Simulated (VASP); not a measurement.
# ZrS (Fm-3m) in VASP: a series of runs, part 2 of 2

VASP 6.6.1. Earlier steps stand in the parts before.

### 4 Vibrations by perturbation theory, PBEsol (16.92 Å³/atom)

This run uses another cell than the first one, of 16.92 Å³/atom.

The input, INCAR:

```
ALGO = Normal
EDIFF = 1E-8
ENCUT = 520
GGA = PS
IBRION = 8
ISIF = 2
ISMEAR = -1
LASPH = T
LCHARG = F
LREAL = F
LWAVE = F
NBANDS = 16
NELM = 100
NSW = 1
PREC = Accurate
SIGMA = 0.15
```

The input, KPOINTS:

```
k-points
0
Gamma
  14 14 14
```

The input, POSCAR:

```
ZrS
1.0
    0.0000000000      2.5672388810      2.5672388810
    2.5672388810      0.0000000000      2.5672388810
    2.5672388810      2.5672388810      0.0000000000
Zr S
1 1
Direct
    0.0000000000      0.0000000000      0.0000000000
    0.5000000000      0.5000000000      0.5000000000
```

Potentials or basis: VASP PAW PBE potentials, release 64 (Zr_sv, S).

Started as:

```console
$ cat potpaw_PBE.64/Zr_sv/POTCAR potpaw_PBE.64/S/POTCAR > POTCAR
$ mpirun -np 1 vasp_std > vasp.out
```

OUTCAR:

```text
EDIFF = 1E-8
   ENCUT = 520
   GGA = PS
   IBRION = 8
   ISIF = 2
   ISMEAR = -1
   LASPH = T
   LREAL = F
   NELM = 100
   NSW = 1
   PREC = Accurate

 ion  position               nearest neighbor table
   1  0.000  0.000  0.000-   2 2.57   2 2.57   2 2.57   2 2.57   2 2.57   2 2.57
   2  0.500  0.500  0.500-   1 2.57   1 2.57   1 2.57   1 2.57   1 2.57   1 2.57

  LATTYP: Found a face centered cubic cell.
 ALAT       =     5.1344777620

  Lattice vectors:

 A1 = (   0.0000000000,   2.5672388810,   2.5672388810)
 A2 = (   2.5672388810,   0.0000000000,   2.5672388810)
 A3 = (   2.5672388810,   2.5672388810,   0.0000000000)

Analysis of symmetry for initial positions (statically):
=====================================================================
 Subroutine PRICEL returns:
 Original cell was already a primitive cell.

 Routine SETGRP: Setting up the symmetry group for a
 face centered cubic supercell.

 Subroutine GETGRP returns: Found 48 space group operations
[... 682 lines left out ...]
 INTERNAL STRAIN TENSOR  FOR ION    2  DIRECTION 1   (eV/Angst):
 -----------------------------------------------------------------------------
     0.05233 -0.00000  0.00000
     0.00000 -0.02612 -0.00000
     0.00000 -0.00000 -0.02612

 INTERNAL STRAIN TENSOR FOR ION    2 for displacements in x,y,z  (eV/Angst):
          X           Y           Z          XY          YZ          ZX
  --------------------------------------------------------------------------------
  x     0.00000     0.00000     0.00000     0.00000     0.00000     0.00000
  y     0.00000     0.00000     0.00000     0.00000     0.00000     0.00000
  z     0.00000     0.00000     0.00000     0.00000     0.00000     0.00000

 SECOND DERIVATIVES (NOT SYMMETRIZED)
 ------------------------------------
               1X          1Y          1Z          2X          2Y          2Z
  1X    -6.755069    0.000000    0.000000    6.755069    0.000000    0.000000
  1Y     0.000000   -6.755069    0.000000    0.000000    6.755069    0.000000
  1Z     0.000000    0.000000   -6.755069    0.000000    0.000000    6.755069
  2X     6.750768    0.000000    0.000000   -6.750768    0.000000    0.000000
  2Y     0.000000    6.750768    0.000000    0.000000   -6.750768    0.000000
  2Z     0.000000    0.000000    6.750768    0.000000    0.000000   -6.750768

 Eigenvectors and eigenvalues of the dynamical matrix
 ----------------------------------------------------

   1 f  =    8.339697 THz    52.399862 2PiTHz  278.182351 cm-1    34.490200 meV
             X         Y         Z           dx          dy          dz
      0.000000  0.000000  0.000000     0.000000    0.510106    0.000000
      2.567239  2.567239  2.567239     0.000000   -0.860111    0.000000
[... 21 lines left out ...]
   6 f/i=    0.001165 THz     0.007322 2PiTHz    0.038870 cm-1     0.004819 meV
             X         Y         Z           dx          dy          dz
      0.000000  0.000000  0.000000     0.000000    0.000000    0.860111
      2.567239  2.567239  2.567239     0.000000    0.000000    0.510106

--------------------------------------------------------------------------------------------------------

 ELASTIC MODULI CONTR FROM IONIC RELAXATION (kBar)
 Direction    XX          YY          ZZ          XY          YZ          ZX
 --------------------------------------------------------------------------------
 XX           0.0000      0.0000      0.0000      0.0000      0.0000      0.0000
 YY           0.0000      0.0000      0.0000      0.0000      0.0000      0.0000
 ZZ           0.0000      0.0000      0.0000      0.0000      0.0000      0.0000
 XY           0.0000      0.0000      0.0000      0.0000      0.0000      0.0000
 YZ           0.0000      0.0000      0.0000      0.0000      0.0000      0.0000
 ZX           0.0000      0.0000      0.0000      0.0000      0.0000      0.0000
 --------------------------------------------------------------------------------
```

Wall time 7.6 min (1 thread of Intel Xeon Platinum 8375C at 2.90GHz (Ice Lake), shared host); peak memory 0.42 GiB.

What came out:

```yaml
Highest_phonon_frequency_at_Γ_LO-TO_splitting_left_out: 278 cm⁻¹
```

Phonon frequencies in cm⁻¹ (negative: imaginary):
```csv
q point,frequencies
"(0.000, 0.000, 0.000)",0 0 0 278 278 278
```

Caveat: the cell stands under pressure or tension, which shifts response properties; the PAW data sets were made with another functional, which shifts forces and pressure a little.

### 5 Vibrations by perturbation theory, PBEsol (17.61 Å³/atom)

This run uses another cell than the first one, of 17.61 Å³/atom.

The input, INCAR:

```
SYSTEM = ZrS
PREC     = Accurate       ! precision mode
ENCUT    = 520            ! plane-wave cutoff, eV
EDIFF    = 1E-8           ! SCF threshold, eV
ISMEAR   = -1             ! smearing method
SIGMA    = 0.15           ! smearing width, eV
LREAL    = .FALSE.        ! projectors in reciprocal space
LASPH    = .TRUE.         ! aspherical terms in the spheres
NELM     = 60             ! most SCF steps
ALGO     = Normal         ! electronic algorithm
ISIF     = 2              ! what is computed and relaxed
LWAVE    = .FALSE.        ! write WAVECAR
LCHARG   = .FALSE.        ! write CHGCAR
GGA      = PS             ! functional
NBANDS   = 16             ! bands
IBRION   = 8              ! ionic algorithm
NSW      = 1              ! ionic steps
```

The input, KPOINTS:

```
Automatic mesh
0
G
  14 14 14
  0 0 0
```

The input, POSCAR:

```
ZrS
1.0
    0.0000000000      2.6017025757      2.6017025757
    2.6017025757      0.0000000000      2.6017025757
    2.6017025757      2.6017025757      0.0000000000
Zr S
1 1
Direct
    0.0000000000      0.0000000000      0.0000000000
    0.5000000000      0.5000000000      0.5000000000
```

Potentials or basis: VASP PAW PBE potentials, release 64 (Zr_sv, S).

Started as:

```console
$ cat potpaw_PBE.64/Zr_sv/POTCAR potpaw_PBE.64/S/POTCAR > POTCAR
$ mpirun -np 1 vasp_std > vasp.out
```

OUTCAR:

```text
SYSTEM = ZrS
   PREC = Accurate
   ENCUT = 520
   EDIFF = 1E-8
   ISMEAR = -1
   LREAL = .FALSE.
   LASPH = .TRUE.
   NELM = 60
   ISIF = 2
   GGA = PS
   IBRION = 8
   NSW = 1

 ion  position               nearest neighbor table
   1  0.000  0.000  0.000-   2 2.60   2 2.60   2 2.60   2 2.60   2 2.60   2 2.60
   2  0.500  0.500  0.500-   1 2.60   1 2.60   1 2.60   1 2.60   1 2.60   1 2.60

  LATTYP: Found a face centered cubic cell.
 ALAT       =     5.2034051514

  Lattice vectors:

 A1 = (   0.0000000000,   2.6017025757,   2.6017025757)
 A2 = (   2.6017025757,   0.0000000000,   2.6017025757)
 A3 = (   2.6017025757,   2.6017025757,   0.0000000000)

Analysis of symmetry for initial positions (statically):
=====================================================================
 Subroutine PRICEL returns:
 Original cell was already a primitive cell.

 Routine SETGRP: Setting up the symmetry group for a
 face centered cubic supercell.

 Subroutine GETGRP returns: Found 48 space group operations
 (whereof 48 operations were pure point group operations)
 out of a pool of 48 trial point group operations.

The static configuration has the point symmetry O_h .

Analysis of symmetry for dynamics (positions and initial velocities):
=====================================================================
 Subroutine PRICEL returns:
 Original cell was already a primitive cell.

 Routine SETGRP: Setting up the symmetry group for a
 face centered cubic supercell.

 Subroutine GETGRP returns: Found 48 space group operations
 (whereof 48 operations were pure point group operations)
 out of a pool of 48 trial point group operations.

The dynamic configuration has the point symmetry O_h .

 Subroutine INISYM returns: Found 48 space group operations
 (whereof 48 operations are pure point group operations),
 and found     1 'primitive' translations

----------------------------------------------------------------------------------------

                                     Primitive cell

  volume of cell :      35.2211

  direct lattice vectors                    reciprocal lattice vectors
     0.000000000  2.601702576  2.601702576    -0.192181845  0.192181845  0.192181845
     2.601702576  0.000000000  2.601702576     0.192181845 -0.192181845  0.192181845
     2.601702576  2.601702576  0.000000000     0.192181845  0.192181845 -0.192181845

  length of vectors
     3.679363068  3.679363068  3.679363068     0.332868719  0.332868719  0.332868719

  position of ions in fractional coordinates (direct lattice)
     0.000000000  0.000000000  0.000000000
     0.500000000  0.500000000  0.500000000

  ion indices of the primitive-cell ions
   primitive index   ion index
                 1           1
                 2           2

----------------------------------------------------------------------------------------

 KPOINTS: Automatic mesh

[... 125 lines left out ...]
      1     -38.8795      2.00000
      2     -16.8783      2.00000
      3     -16.8783      2.00000
      4     -16.8783      2.00000
      5      -5.0035      2.00000
      6       7.4191      2.00000
[... 433 lines left out ...]
      3     -16.9218      2.00000
      4     -16.9154      2.00000
      5      -4.2313      2.00000
      6       4.3700      2.00000
[... 8 lines left out ...]
     15      19.2574      0.00000
     16      20.0460      0.00000

 [... further k-points ...]

------------------------ aborting loop because EDIFF is reached ----------------------------------------

  FORCE on cell =-STRESS in cart. coord.  units (eV):
  Direction    XX          YY          ZZ          XY          YZ          ZX
  --------------------------------------------------------------------------------------
  -------------------------------------------------------------------------------------
  Total       -0.5646807     -0.5646807     -0.5646807      0.0000000      0.0000000      0.0000000
  in kB      -25.6868354    -25.6868354    -25.6868354      0.0000000      0.0000000      0.0000000
  external PRESSURE =     -25.6868354 kB  Pullay stress =       0.0000000 kB

 VOLUME and BASIS-vectors are now :
 -----------------------------------------------------------------------------
  energy-cutoff  :      520.00
  volume of cell :       35.22
      direct lattice vectors                 reciprocal lattice vectors
     0.000000000  2.601702576  2.601702576    -0.192181845  0.192181845  0.192181845
     2.601702576  0.000000000  2.601702576     0.192181845 -0.192181845  0.192181845
     2.601702576  2.601702576  0.000000000     0.192181845  0.192181845 -0.192181845

 POSITION                                       TOTAL-FORCE (eV/Angst)
 -----------------------------------------------------------------------------------
      0.00000      0.00000      0.00000         0.000000      0.000000      0.000000
      2.60170      2.60170      2.60170         0.000000      0.000000     -0.000000
 -----------------------------------------------------------------------------------
    total drift:                                0.000000      0.000000      0.000000

  FREE ENERGIE OF THE ION-ELECTRON SYSTEM (eV)
  ---------------------------------------------------
  free  energy   TOTEN  =       -16.5533143528 eV

  energy  without entropy=      -16.4553117801  energy(sigma->0) =      -16.50431307

[... ionic steps 2 to 3 ...]

--------------------------------------- Ionic step        4  -------------------------------------------

------------------------ aborting loop because EDIFF is reached ----------------------------------------

[... ionic steps 5 to 6 ...]

--------------------------------------- Ionic step        7  -------------------------------------------

 Free energy of the ion-electron system (eV)
  ---------------------------------------------------
  ---------------------------------------------------
  free energy    TOTEN  =        -0.10598159 eV

  energy without entropy =       -0.10598159

------------------------ aborting loop because EDIFF is reached ----------------------------------------

 INTERNAL STRAIN TENSOR  FOR ION    2  DIRECTION 1   (eV/Angst):
 -----------------------------------------------------------------------------
     0.04537  0.00000 -0.00000
    -0.00000 -0.02226 -0.00000
    -0.00000 -0.00000 -0.02226

 INTERNAL STRAIN TENSOR FOR ION    2 for displacements in x,y,z  (eV/Angst):
          X           Y           Z          XY          YZ          ZX
  --------------------------------------------------------------------------------
  x     0.00000     0.00000     0.00000     0.00000     0.00000     0.00000
  y     0.00000     0.00000     0.00000     0.00000     0.00000     0.00000
  z     0.00000     0.00000     0.00000     0.00000     0.00000     0.00000

 SECOND DERIVATIVES (NOT SYMMETRIZED)
 ------------------------------------
               1X          1Y          1Z          2X          2Y          2Z
  1X    -5.367612    0.000000    0.000000    5.367612    0.000000    0.000000
  1Y     0.000000   -5.367612    0.000000    0.000000    5.367612    0.000000
  1Z     0.000000    0.000000   -5.367612    0.000000    0.000000    5.367612
  2X     5.373171    0.000000    0.000000   -5.373171    0.000000    0.000000
  2Y     0.000000    5.373171    0.000000    0.000000   -5.373171    0.000000
  2Z     0.000000    0.000000    5.373171    0.000000    0.000000   -5.373171

 Eigenvectors and eigenvalues of the dynamical matrix
 ----------------------------------------------------

   1 f  =    7.438658 THz    46.738469 2PiTHz  248.126937 cm-1    30.763806 meV
             X         Y         Z           dx          dy          dz
      0.000000  0.000000  0.000000     0.000000    0.509791    0.000000
      2.601703  2.601703  2.601703     0.000000   -0.860298    0.000000
[... 21 lines left out ...]
   6 f/i=    0.001689 THz     0.010611 2PiTHz    0.056330 cm-1     0.006984 meV
             X         Y         Z           dx          dy          dz
      0.000000  0.000000  0.000000     0.000000    0.000000    0.860298
      2.601703  2.601703  2.601703     0.000000    0.000000    0.509791

--------------------------------------------------------------------------------------------------------

 ELASTIC MODULI CONTR FROM IONIC RELAXATION (kBar)
 Direction    XX          YY          ZZ          XY          YZ          ZX
 --------------------------------------------------------------------------------
 XX           0.0000      0.0000      0.0000      0.0000      0.0000      0.0000
 YY           0.0000      0.0000      0.0000      0.0000      0.0000      0.0000
 ZZ           0.0000      0.0000      0.0000      0.0000      0.0000      0.0000
 XY           0.0000      0.0000      0.0000      0.0000      0.0000      0.0000
 YZ           0.0000      0.0000      0.0000      0.0000      0.0000      0.0000
 ZX           0.0000      0.0000      0.0000      0.0000      0.0000      0.0000
 --------------------------------------------------------------------------------
```

It took 8.4 min on 1 thread of Intel Xeon Platinum 8375C at 2.90GHz (Ice Lake), shared host; peak memory 0.4 GiB.

What came out:

```
Highest phonon frequency at Γ, LO-TO splitting left out : 248 cm⁻¹
```

Phonon frequencies in cm⁻¹ (negative: imaginary):
```csv
q point,frequencies
"(0.000, 0.000, 0.000)",0 0 0 248 248 248
```

Caveat: the cell stands under pressure or tension, which shifts response properties; the PAW data sets were made with another functional, which shifts forces and pressure a little.

### 6 Vibrations by perturbation theory, PBEsol

This run uses another cell than the first one, of 17.27 Å³/atom.

The input, INCAR:

```
  PREC = Accurate
  ENCUT = 520
  EDIFF = 1E-8
  ISMEAR = -1
  SIGMA = 0.15
  LREAL = F
  LASPH = T
  NELM = 100
  ALGO = Normal
  ISIF = 2
  LWAVE = F
  LCHARG = F
  GGA = PS
  IBRION = 8
  NSW = 1
```

The input, KPOINTS:

```
regular mesh
0
Gamma
  14 14 14
```

The input, POSCAR:

```
ZrS
1.0
    0.0000000000      2.5846103933      2.5846103933
    2.5846103933      0.0000000000      2.5846103933
    2.5846103933      2.5846103933      0.0000000000
Zr S
1 1
Direct
    0.0000000000      0.0000000000      0.0000000000
    0.5000000000      0.5000000000      0.5000000000
```

Potentials or basis: VASP PAW PBE potentials, release 64 (Zr_sv, S).

Started as:

```console
$ cat potpaw_PBE.64/Zr_sv/POTCAR potpaw_PBE.64/S/POTCAR > POTCAR
$ mpirun -np 1 vasp_std > vasp.out
```

OUTCAR:

```text
PREC = Accurate
   ENCUT = 520
   EDIFF = 1E-8
   ISMEAR = -1
   LREAL = F
   LASPH = T
   NELM = 100
   ISIF = 2
   GGA = PS
   IBRION = 8
   NSW = 1

 ion  position               nearest neighbor table
   1  0.000  0.000  0.000-   2 2.58   2 2.58   2 2.58   2 2.58   2 2.58   2 2.58
   2  0.500  0.500  0.500-   1 2.58   1 2.58   1 2.58   1 2.58   1 2.58   1 2.58

  LATTYP: Found a face centered cubic cell.
 ALAT       =     5.1692207866

  Lattice vectors:

 A1 = (   0.0000000000,   2.5846103933,   2.5846103933)
[... 638 lines left out ...]
  1X    -6.083670    0.000000    0.000000    6.083670    0.000000    0.000000
  1Y     0.000000   -6.083670    0.000000    0.000000    6.083670    0.000000
  1Z     0.000000    0.000000   -6.083670    0.000000    0.000000    6.083670
  2X     6.018049    0.000000    0.000000   -6.018049    0.000000    0.000000
  2Y     0.000000    6.018049    0.000000    0.000000   -6.018049    0.000000
  2Z     0.000000    0.000000    6.018049    0.000000    0.000000   -6.018049

 Eigenvectors and eigenvalues of the dynamical matrix
 ----------------------------------------------------

   1 f  =    7.884638 THz    49.540641 2PiTHz  263.003211 cm-1    32.608228 meV
             X         Y         Z           dx          dy          dz
      0.000000  0.000000  0.000000    -0.000000   -0.512036    0.000000
      2.584610  2.584610  2.584610     0.000000    0.858964    0.000000
[... 21 lines left out ...]
   6 f/i=    0.018804 THz     0.118150 2PiTHz    0.627240 cm-1     0.077768 meV
             X         Y         Z           dx          dy          dz
      0.000000  0.000000  0.000000     0.433602   -0.704604    0.230958
      2.584610  2.584610  2.584610     0.258474   -0.420021    0.137676

--------------------------------------------------------------------------------------------------------

 ELASTIC MODULI CONTR FROM IONIC RELAXATION (kBar)
 Direction    XX          YY          ZZ          XY          YZ          ZX
 --------------------------------------------------------------------------------
 XX           0.0000      0.0000      0.0000      0.0000      0.0000      0.0000
 YY           0.0000      0.0000      0.0000      0.0000      0.0000      0.0000
 ZZ           0.0000      0.0000      0.0000      0.0000      0.0000      0.0000
 XY           0.0000      0.0000      0.0000      0.0000      0.0000      0.0000
 YZ           0.0000      0.0000      0.0000      0.0000      0.0000      0.0000
 ZX           0.0000      0.0000      0.0000      0.0000      0.0000      0.0000
 --------------------------------------------------------------------------------
```

OSZICAR:

```text
N       E                     dE             d eps       ncg     rms          rms(c)
DAV:   1     0.131306017628E+03    0.13131E+03   -0.98669E+03  2712   0.136E+03
DAV:   2    -0.106819985420E+02   -0.14199E+03   -0.13743E+03  3219   0.332E+02
DAV:   3    -0.172153389729E+02   -0.65333E+01   -0.64435E+01  4249   0.642E+01
[... 55 lines left out ...]
RMM:  21    -0.105971515109E+00   -0.53921E-08   -0.23279E-07 11268   0.296E-05    0.347E-06
RMM:  22    -0.105971512536E+00    0.25727E-08   -0.18994E-07  8112   0.271E-05    0.216E-06
RMM:  23    -0.105971511793E+00    0.74322E-09   -0.14030E-07  7463   0.256E-05    0.145E-06
RMM:  24    -0.105971512229E+00   -0.43590E-09   -0.11202E-07  7075   0.246E-05    0.104E-06
RMM:  25    -0.105971516141E+00   -0.39127E-08   -0.81508E-08  8567   0.240E-05    0.449E-07
 Linear response finished
```

Wall time 14 min (1 thread of AMD EPYC 7R43 (Zen 3), shared host); peak memory 0.35 GiB.

What came out:

```yaml
Highest_phonon_frequency_at_Γ_LO-TO_splitting_left_out: 263 cm⁻¹
```

Phonon frequencies in cm⁻¹ (negative: imaginary):
```
              q point           frequencies
(0.000, 0.000, 0.000)  -1 -1 -1 263 263 263
```

Caveat: the PAW data sets were made with another functional, which shifts forces and pressure a little.
